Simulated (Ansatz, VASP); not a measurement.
# CsSnI3: VASP beside Ansatz

Contents of INCAR:

```
  PREC = Accurate
  ENCUT = 520
  EDIFF = 1E-7
  ISMEAR = 0
  SIGMA = 0.01
  LREAL = False
  LASPH = True
  NELM = 100
  ALGO = Normal
  ISIF = 2
  LWAVE = False
  LCHARG = False
  GGA = PS
  NBANDS = 30
```

Contents of KPOINTS:

```
regular mesh
0
Gamma
  6 6 6
```

The input POSCAR:

```
CsSnI3
1.0
    6.2543778368      0.0000000000      0.0000000000
    0.0000000000      6.2543778368      0.0000000000
    0.0000000000      0.0000000000      6.2543778368
Cs Sn I
1 1 3
Direct
    0.0000000000      0.0000000000      0.0000000000
    0.5000000000      0.5000000000      0.5000000000
    0.0000000000      0.5000000000      0.5000000000
    0.5000000000      0.0000000000      0.5000000000
    0.5000000000      0.5000000000      0.0000000000
```

Input for Ansatz:

```yaml
crystal:
  lattice:
    - [6.2543780747, 0.0, 0.0]
    - [0.0, 6.2543780747, 0.0]
    - [0.0, 0.0, 6.2543780747]
  atoms:
    - { symbol: Cs, position: [0.0, 0.0, 0.0] }
    - { symbol: Sn, position: [0.5, 0.5, 0.5] }
    - { symbol: I, position: [0.0, 0.5, 0.5] }
    - { symbol: I, position: [0.5, 0.0, 0.5] }
    - { symbol: I, position: [0.5, 0.5, 0.0] }
basis:
  ecutwfc: 420
kpoints:
  mp_grid: { grid: [6, 6, 6] }
hamiltonian:
  xc: pbesol
scf:
  occupations: { method: gaussian, width: 0.01 }
output:
  forces: true
  stress: true
  eigenvalues: true
```

Alike in both runs: task single point; functional PBEsol; k mesh 6 × 6 × 6; occupations gaussian, width 0.01 eV; no spin polarisation.

```csv
,VASP,Ansatz
version,VASP 6.6.1,Ansatz 0.2.0
potentials or method,"VASP PAW PBE potentials, release 64 (Cs_sv, Sn_d, I), cutoff 520 eV","scalar-relativistic, plane waves, PAW"
valence electrons in the cell,44,74
```

```csv
,VASP,Ansatz,Ansatz less VASP
gap on the k mesh at the Fermi level (eV),0.36,0.37,+0.008
least direct gap on the mesh (eV),0.36,0.37,+0.008
pressure (GPa),-0.9,-0.9,-0.01
```

VASP's potentials were made for PBE, not for PBEsol. VASP's potentials hold 44 valence electrons a cell and Ansatz's 74, so a difference there can come from the potentials and not from the codes.

Spin-orbit coupling is off throughout.
